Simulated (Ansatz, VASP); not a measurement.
Two plane-wave programs on RbNaSe2

```
Rb Na Se
1.0
     5.33529    0.00000    0.00000
    -2.66765    4.62050    0.00000
     0.00000    0.00000   10.49953
Rb Na Se
2 2 4
Direct
  0.33333 0.66667 0.25000
  0.66667 0.33333 0.75000
  0.00000 0.00000 0.00000
  0.00000 0.00000 0.50000
  0.33333 0.66667 0.63226
  0.66667 0.33333 0.13226
  0.66667 0.33333 0.36774
  0.33333 0.66667 0.86774
```

Alike in both runs: functional PBE; k mesh 9 × 9 × 4; occupations gaussian, width 0.02 eV; no spin polarisation.

Ansatz relaxed the structure, and its values are those at the end. VASP's run is a single point on that final structure, the one shown.

```csv
,VASP,Ansatz
version,VASP 6.6.1,Ansatz 0.2.0
potentials or method,"VASP PAW PBE potentials, release 64 (Rb_sv, Na_pv, Se), cutoff 520 eV","scalar-relativistic, plane waves, PAW"
valence electrons in the cell,56,100
```

Ansatz gave:

| Property | Result |
| --- | --- |
| gap on the k mesh at the Fermi level (eV) | 0.95 |
| least direct gap on the mesh (eV) | 0.97 |
| pressure (GPa) | 0.0 |
| rms of the force components (eV/Å) | 0.000 |

Question: Estimate VASP's values.

Answer: gap on the k mesh at the Fermi level (eV): 0.94; least direct gap on the mesh (eV): 0.97; pressure (GPa): 0.1; rms of the force components (eV/Å): 0.008.

With one functional, cell and mesh, what is left measures potentials, basis and numerics. VASP's potentials hold 56 valence electrons a cell and Ansatz's 100, so a difference there can come from the potentials and not from the codes.
